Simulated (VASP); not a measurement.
# Mo4N (P-43m) in VASP: a series of runs, part 2 of 2

VASP 6.6.1.

**4. Single point, PBE, collinear spin, ferromagnetic start**

This run uses another cell than the first one, of 16.03 Å³/atom, 1.074 times its volume.

The input, INCAR:

```
  ALGO = Normal
  EDIFF = 1E-6
  ENCUT = 520
  GGA = PE
  ISIF = 2
  ISMEAR = 0
  ISPIN = 2
  LASPH = T
  LCHARG = F
  LMAXMIX = 4
  LORBIT = 11
  LREAL = F
  LWAVE = F
  MAGMOM = 1 1 1 1 0
  NBANDS = 42
  NELM = 150
  PREC = Accurate
  SIGMA = 0.1
```

The input, KPOINTS:

```
k-points
0
Gamma
  4 4 4
```

The input, POSCAR:

```
Mo4N
1.0
    4.3112020500      0.0000000000      0.0000000000
    0.0000000000      4.3112020500      0.0000000000
    0.0000000000      0.0000000000      4.3112020500
Mo N
4 1
Direct
    0.2956531100      0.2956531100      0.2956531100
    0.7043468900      0.7043468900      0.2956531100
    0.7043468900      0.2956531100      0.7043468900
    0.2956531100      0.7043468900      0.7043468900
    0.5000000000      0.5000000000      0.5000000000
```

Potentials or basis: VASP PAW PBE potentials, release 64 (Mo_sv, N).

Launch:

```console
cat potpaw_PBE.64/Mo_sv/POTCAR potpaw_PBE.64/N/POTCAR > POTCAR
mpirun -np 1 vasp_std > vasp.out
```

OUTCAR:

```text
EDIFF = 1E-6
   ENCUT = 520
   GGA = PE
   ISIF = 2
   ISMEAR = 0
   ISPIN = 2
   LASPH = T
   LORBIT = 11
   LREAL = F
   NELM = 150
   PREC = Accurate

 ion  position               nearest neighbor table
   1  0.296  0.296  0.296-   5 1.53   3 2.49   4 2.49   2 2.49   3 3.10   4 3.10   2 3.10   4 3.10
                             2 3.10   3 3.10
   2  0.704  0.704  0.296-   5 1.53   3 2.49   4 2.49   1 2.49   1 3.10   4 3.10   1 3.10   3 3.10
                             3 3.10   4 3.10
   3  0.704  0.296  0.704-   5 1.53   2 2.49   4 2.49   1 2.49   1 3.10   4 3.10   1 3.10   2 3.10
                             2 3.10   4 3.10
   4  0.296  0.704  0.704-   5 1.53   2 2.49   3 2.49   1 2.49   1 3.10   3 3.10   1 3.10   2 3.10
                             2 3.10   3 3.10
   5  0.500  0.500  0.500-   1 1.53   2 1.53   3 1.53   4 1.53

  LATTYP: Found a simple cubic cell.
 ALAT       =     4.3112020500

  Lattice vectors:

 A1 = (   4.3112020500,   0.0000000000,   0.0000000000)
 A2 = (   0.0000000000,   4.3112020500,   0.0000000000)
 A3 = (   0.0000000000,   0.0000000000,   4.3112020500)

Analysis of symmetry for initial positions (statically):
=====================================================================
 Subroutine PRICEL returns:
 Original cell was already a primitive cell.

 Routine SETGRP: Setting up the symmetry group for a
 simple cubic supercell.

 Subroutine GETGRP returns: Found 24 space group operations
 (whereof 24 operations were pure point group operations)
 out of a pool of 48 trial point group operations.

The static configuration has the point symmetry T_d .

Analysis of symmetry for dynamics (positions and initial velocities):
=====================================================================
 Subroutine PRICEL returns:
 Original cell was already a primitive cell.

 Routine SETGRP: Setting up the symmetry group for a
 simple cubic supercell.

[... 160 lines left out ...]

 val. band max:        9.8043262462   @ k =   0.5000   0.0000   0.0000
 cond. band min:       9.8392950200   @ k =   0.5000   0.5000   0.0000
 fundamental gap:      0.0349687738
 Fermi energy:         9.8099999850

 spin component 1

 k-point     1 :       0.0000    0.0000    0.0000
  band No.  band energies     occupation
      1     -51.8695      1.00000
      2     -51.3075      1.00000
      3     -51.3075      1.00000
      4     -51.3075      1.00000
      5     -29.2096      1.00000
      6     -26.7503      1.00000
[... 439 lines left out ...]
     41      14.7939      0.00000
     42      16.2714      0.00000
 Fermi energy:         9.8099999850

 spin component 2

 k-point     1 :       0.0000    0.0000    0.0000
  band No.  band energies     occupation
      1     -51.8692      1.00000
      2     -51.3072      1.00000
      3     -51.3072      1.00000
      4     -51.3072      1.00000
      5     -29.2094      1.00000
      6     -26.7500      1.00000
[... 439 lines left out ...]
     41      14.7942      0.00000
     42      16.2719      0.00000

------------------------ aborting loop because EDIFF is reached ----------------------------------------

  FORCE on cell =-STRESS in cart. coord.  units (eV):
  Direction    XX          YY          ZZ          XY          YZ          ZX
  --------------------------------------------------------------------------------------
  -------------------------------------------------------------------------------------
  Total       50.0798929     50.0798929     50.0798929      0.0000000      0.0000000     -0.0000000
  in kB     1001.3337233   1001.3337233   1001.3337233      0.0000000      0.0000000     -0.0000000
  external PRESSURE =    1001.3337233 kB  Pullay stress =       0.0000000 kB

 VOLUME and BASIS-vectors are now :
 -----------------------------------------------------------------------------
  energy-cutoff  :      520.00
  volume of cell :       80.13
      direct lattice vectors                 reciprocal lattice vectors
     4.311202050  0.000000000  0.000000000     0.231953870  0.000000000  0.000000000
     0.000000000  4.311202050  0.000000000     0.000000000  0.231953870  0.000000000
     0.000000000  0.000000000  4.311202050     0.000000000  0.000000000  0.231953870

 POSITION                                       TOTAL-FORCE (eV/Angst)
 -----------------------------------------------------------------------------------
      1.27462      1.27462      1.27462       -16.624752    -16.624752    -16.624752
      3.03658      3.03658      1.27462        16.624752     16.624752    -16.624752
      3.03658      1.27462      3.03658        16.624752    -16.624752     16.624752
      1.27462      3.03658      3.03658       -16.624752     16.624752     16.624752
      2.15560      2.15560      2.15560        -0.000000      0.000000      0.000000
 -----------------------------------------------------------------------------------
    total drift:                               -0.000000     -0.000000     -0.000000

  FREE ENERGIE OF THE ION-ELECTRON SYSTEM (eV)
  ---------------------------------------------------
  free  energy   TOTEN  =       -32.7457626848 eV

  energy  without entropy=      -32.7197264975  energy(sigma->0) =      -32.73274459

 total charge

# of ion       s       p       d       tot
------------------------------------------
    1        2.431   6.291   4.550  13.273
    2        2.431   6.291   4.550  13.273
    3        2.431   6.291   4.550  13.273
    4        2.431   6.291   4.550  13.273
    5        1.484   3.232   0.000   4.716
--------------------------------------------------
tot         11.210  28.396  18.201  57.807

 magnetization (x)

# of ion       s       p       d       tot
------------------------------------------
    1        0.000   0.000   0.000   0.000
    2        0.000   0.000   0.000   0.000
    3        0.000   0.000   0.000   0.000
    4        0.000   0.000   0.000   0.000
    5       -0.000  -0.000   0.000  -0.000
--------------------------------------------------
tot          0.000   0.000   0.001   0.001
```

OSZICAR:

```text
N       E                     dE             d eps       ncg     rms          rms(c)
DAV:   1     0.797460991864E+03    0.79746E+03   -0.38098E+04  1688   0.149E+03
DAV:   2    -0.124359642229E+02   -0.80990E+03   -0.78577E+03  1874   0.496E+02
DAV:   3    -0.421163541573E+02   -0.29680E+02   -0.28737E+02  2016   0.963E+01
DAV:   4    -0.425265736142E+02   -0.41022E+00   -0.40883E+00  1884   0.112E+01
DAV:   5    -0.425317148832E+02   -0.51413E-02   -0.51363E-02  1996   0.116E+00    0.105E+02
DAV:   6    -0.325953052585E+02    0.99364E+01   -0.47521E+01  1980   0.420E+01    0.300E+01
DAV:   7    -0.328000964976E+02   -0.20479E+00   -0.60648E+00  1782   0.133E+01    0.125E+01
DAV:   8    -0.327565233489E+02    0.43573E-01   -0.35571E-01  1852   0.330E+00    0.784E+00
DAV:   9    -0.327485217693E+02    0.80016E-02   -0.23429E-02  1808   0.933E-01    0.226E+00
DAV:  10    -0.327455994035E+02    0.29224E-02   -0.26407E-02  1996   0.923E-01    0.295E-01
DAV:  11    -0.327457177504E+02   -0.11835E-03   -0.24285E-03  1802   0.322E-01    0.116E-01
DAV:  12    -0.327457797909E+02   -0.62040E-04   -0.39707E-04  1890   0.101E-01    0.564E-02
DAV:  13    -0.327457629526E+02    0.16838E-04   -0.64587E-05  1890   0.493E-02    0.206E-02
DAV:  14    -0.327457626848E+02    0.26774E-06   -0.44095E-06  1606   0.112E-02
   1 F= -.32745763E+02 E0= -.32732745E+02  d E =-.260362E-01  mag=    -0.0002
```

Run time: 38 s. Hardware: 1 thread of Intel Xeon Platinum 8375C at 2.90GHz (Ice Lake), shared host; peak memory 0.21 GiB.

What came out:

* Free energy: -32.7458 eV
* Pressure: 100.1 GPa
* Largest force: 28.795 eV/Å
* Net moment: 0.00 μB per cell
* Valence electrons inside the program's atomic spheres: Mo 13.27; N 4.72

Forces in eV/Å, atoms in the order of the input:
```
Mo  -16.625 -16.625 -16.625
Mo   16.625  16.625 -16.625
Mo   16.625 -16.625  16.625
Mo  -16.625  16.625  16.625
N     0.000   0.000   0.000
```

Caveat: the k points lie up to 0.36 Å⁻¹ apart; forces of over 1 eV/Å act on the atoms, so gaps and moduli don't describe the material at rest.

**5. Relaxation of cell and atoms, PBE**

The input, INCAR:

```
SYSTEM = Mo4N
ALGO = Normal
EDIFF = 1E-7
EDIFFG = -0.01
ENCUT = 600
GGA = PE
IBRION = 2
ISIF = 3
ISMEAR = 0
LASPH = .TRUE.
LCHARG = .FALSE.
LREAL = .FALSE.
LWAVE = .FALSE.
NELM = 100
NSW = 100
PREC = Accurate
SIGMA = 0.1
```

The input, KPOINTS:

```
k-points
0
G
  10 10 10
  0 0 0
```

The input, POSCAR:

```
Mo4N
1.0
    4.2104072327      0.0000000000      0.0000000000
    0.0000000000      4.2104072327      0.0000000000
    0.0000000000      0.0000000000      4.2104072327
Mo N
4 1
Direct
    0.2370525491      0.2370525491      0.2370525491
    0.7629474509      0.7629474509      0.2370525491
    0.7629474509      0.2370525491      0.7629474509
    0.2370525491      0.7629474509      0.7629474509
    0.5000000000      0.5000000000      0.5000000000
```

Launch:

```console
cat potpaw_PBE.64/Mo_sv/POTCAR potpaw_PBE.64/N/POTCAR > POTCAR
mpirun -np 1 vasp_std > vasp.out
```

Wall time 8.4 min (1 thread of Intel Xeon Platinum 8375C at 2.90GHz (Ice Lake), shared host); peak memory 0.3 GiB.

Results (log left out):

```yaml
Free_energy: -50.3490 eV
Relaxed_volume: 14.93 Å³/atom
Relaxed_cell: a = 4.211 Å, b = 4.211 Å, c = 4.211 Å, α = 90.00°, β = 90.00°, γ = 90.00°
Space_group_after_relaxing_to_0.05_Å: P-43m (No. 215)
Energy_gained_by_relaxing: 0.6 meV/atom
Ionic_steps: 5
Pressure_after_relaxing: 0.0 GPa
```

Step by step:
```
step  energy change (eV)  largest force (eV/Å)  pressure (GPa)  volume (Å³)
   1              0.0000                0.1894            0.50        74.64
   2             -0.0003                0.0719           -1.59        75.14
   3             -0.0022                0.0510           -0.59        74.90
   4             -0.0025                0.0329            0.43        74.50
   5             -0.0029                0.0012            0.01        74.66
```

Final structure:
```xyz
5
Lattice="4.2108 0.0000 0.0000 0.0000 4.2108 0.0000 0.0000 0.0000 4.2108" Properties=species:S:1:pos:R:3 pbc="T T T"
Mo    0.9938    0.9938    0.9938
Mo    3.2170    3.2170    0.9938
Mo    3.2170    0.9938    3.2170
Mo    0.9938    3.2170    3.2170
N     2.1054    2.1054    2.1054
```

Levels at points of the mesh, in eV from the Fermi level:
```tsv
k point	band 29	band 30	band 31	band 32	band 33	band 34
(0.00, 0.00, 0.00)	0.82	0.96	0.96	0.96	2.75	2.75
(0.50, 0.00, 0.00)	-1.34	-0.24	0.16	0.16	0.82	0.82
(0.50, 0.50, 0.00)	-1.27	-1.27	-0.09	-0.07	-0.07	-0.06
(0.50, 0.50, 0.50)	-0.96	0.10	0.10	0.10	1.98	1.98
```

**6. Relaxation of cell and atoms, PBE, collinear spin, ferromagnetic start**

This run uses another cell than the first one, of 16.03 Å³/atom, 1.074 times its volume.

The input, INCAR:

```
SYSTEM = Mo4N
PREC = Accurate
ENCUT = 600
EDIFF = 1E-6
ISMEAR = 0
SIGMA = 0.1
LREAL = .False.
LASPH = .True.
NELM = 150
ALGO = Normal
ISIF = 3
LWAVE = .False.
LCHARG = .False.
ISPIN = 2
MAGMOM = 1 1 1 1 0
LORBIT = 11
LMAXMIX = 4
GGA = PE
IBRION = 2
NSW = 90
EDIFFG = -0.04
```

The input, KPOINTS:

```
regular mesh
0
Gamma
  4 4 4
  0 0 0
```

The input, POSCAR:

```
Mo4N
1.0
    4.3112020500      0.0000000000      0.0000000000
    0.0000000000      4.3112020500      0.0000000000
    0.0000000000      0.0000000000      4.3112020500
Mo N
4 1
Direct
    0.2956531100      0.2956531100      0.2956531100
    0.7043468900      0.7043468900      0.2956531100
    0.7043468900      0.2956531100      0.7043468900
    0.2956531100      0.7043468900      0.7043468900
    0.5000000000      0.5000000000      0.5000000000
```

Potentials or basis: VASP PAW PBE potentials, release 64 (Mo_sv, N).

Launch:

```console
cat potpaw_PBE.64/Mo_sv/POTCAR potpaw_PBE.64/N/POTCAR > POTCAR
mpirun -np 1 vasp_std > vasp.out
```

It took 11 min on 1 thread of Intel Xeon Platinum 8375C at 2.90GHz (Ice Lake), shared host; peak memory 0.28 GiB.

It converged, with:

| Item | Value |
| --- | --- |
| Free energy | -50.3406 eV |
| Relaxed volume | 14.92 Å³/atom |
| Relaxed cell | a = 4.209 Å, b = 4.209 Å, c = 4.209 Å, α = 90.00°, β = 90.00°, γ = 90.00° |
| Space group after relaxing (to 0.05 Å) | P-43m (No. 215) |
| Energy gained by relaxing | 3515.6 meV/atom |
| Ionic steps | 14 |
| Pressure after relaxing | 0.4 GPa |
| Largest force after relaxing | 0.010 eV/Å |
| Net moment | 0.00 μB per cell |
| Valence electrons inside the program's atomic spheres | Mo 12.43; N 3.83 |

Forces on the atoms (eV/Å):
```
Mo   0.006  0.006  0.006
Mo  -0.006 -0.006  0.006
Mo  -0.006  0.006 -0.006
Mo   0.006 -0.006 -0.006
N    0.000  0.000  0.000
```

The path:
```csv
step,energy change (eV),largest force (eV/Å),pressure (GPa),volume (Å³)
1,0.0000,28.7647,100.06,80.13
2,15.3792,33.6384,27.47,261.27
3,-7.1352,1.7203,-29.82,132.09
4,-7.9599,1.5261,-32.03,126.04
5,-12.9641,0.7277,-36.77,101.36
6,-15.8004,0.9449,-30.32,90.33
7,-16.7717,0.1127,-21.43,85.13
8,-16.9912,1.1174,-14.73,82.60
9,-17.0090,1.6365,-11.49,81.59
10,-17.0094,1.5748,-11.86,81.70
11,-17.4150,0.8811,13.47,71.33
12,-17.4900,1.1543,4.84,74.01
13,-17.5413,0.6530,-1.87,74.98
14,-17.5782,0.0102,0.41,74.58
```

Final structure:
```cif
data_structure
_symmetry_space_group_name_H-M 'P 1'
_symmetry_Int_Tables_number 1
_cell_length_a 4.2092
_cell_length_b 4.2092
_cell_length_c 4.2092
_cell_angle_alpha 90.000
_cell_angle_beta 90.000
_cell_angle_gamma 90.000
_cell_volume 74.58
loop_
_atom_site_label
_atom_site_type_symbol
_atom_site_fract_x
_atom_site_fract_y
_atom_site_fract_z
_atom_site_occupancy
Mo1 Mo 0.23678 0.23678 0.23678 1
Mo2 Mo 0.76322 0.76322 0.23678 1
Mo3 Mo 0.76322 0.23678 0.76322 1
Mo4 Mo 0.23678 0.76322 0.76322 1
N1 N 0.50000 0.50000 0.50000 1
```

Levels at points of the mesh, in eV from the Fermi level:
Spin up:
```tsv
k point	band 26	band 27	band 28	band 29	band 30	band 31	band 32	band 33	band 34	band 35
(0.00, 0.00, 0.00)	-3.01	-1.50	0.85	0.85	0.99	0.99	0.99	2.76	2.76	2.76
(0.50, 0.00, 0.00)	-2.31	-2.06	-1.89	-1.30	-0.27	0.19	0.19	0.82	0.82	1.41
(0.50, 0.50, 0.00)	-1.82	-1.66	-1.66	-1.25	-1.25	-0.08	-0.06	-0.06	-0.04	0.89
(0.50, 0.50, 0.50)	-1.36	-0.96	-0.96	-0.96	0.11	0.11	0.11	1.98	1.98	1.98
```
Spin down:
| k point | band 28 | band 29 | band 30 | band 31 | band 32 | band 33 |
| --- | --- | --- | --- | --- | --- | --- |
| (0.00, 0.00, 0.00) | 0.85 | 0.85 | 0.99 | 0.99 | 0.99 | 2.76 |
| (0.50, 0.00, 0.00) | -1.89 | -1.30 | -0.27 | 0.19 | 0.19 | 0.82 |
| (0.50, 0.50, 0.00) | -1.66 | -1.25 | -1.25 | -0.08 | -0.06 | -0.06 |
| (0.50, 0.50, 0.50) | -0.96 | -0.96 | 0.11 | 0.11 | 0.11 | 1.98 |

Caveat: the k points lie up to 0.37 Å⁻¹ apart in the final cell.

**7. Summary**

| task | spin | cell | k mesh | cutoff (eV) | gap on the mesh (eV) | pressure (GPa) | moment (μB) | relaxed volume (Å³/atom) | largest force (eV/Å) |
| --- | --- | --- | --- | --- | --- | --- | --- | --- | --- |
| single point | off | a = 4.209 Å, 5 atoms | 10 × 10 × 10 | 520 | none | 0.4 | - | - | 0.01 |
| single point | collinear, ferromagnetic start | a = 4.210 Å, 5 atoms | 4 × 4 × 4 | 520 | none | 0.4 | 0.00 | - | 0.04 |
| single point | collinear, ferromagnetic start | a = 4.311 Å, 5 atoms | 4 × 4 × 4 | 520 | none | 100.1 | 0.00 | - | 28.79 |
| relaxation of cell and atoms | off | relaxed from a = 4.210 Å, 5 atoms | 10 × 10 × 10 | 600 | none | 0.0 | - | 14.93 | - |
| relaxation of cell and atoms | collinear, ferromagnetic start | relaxed from a = 4.311 Å, 5 atoms | 4 × 4 × 4 | 600 | none | 0.4 | 0.00 | 14.92 | 0.01 |

Some of these runs hold the atoms at other places in the same cell, which the table doesn't show; runs alike in all that it shows share one row.

Alike in all rows: level PBE; potentials or basis VASP PAW PBE potentials, release 64 (Mo_sv, N); smearing gaussian 0.1 eV.

Caveats: some runs use coarse meshes; forces of over 1 eV/Å act on the atoms, so gaps and moduli don't describe the material at rest (some runs).

Total energies depend on the potentials used, so only differences within one code and one set of settings carry meaning.
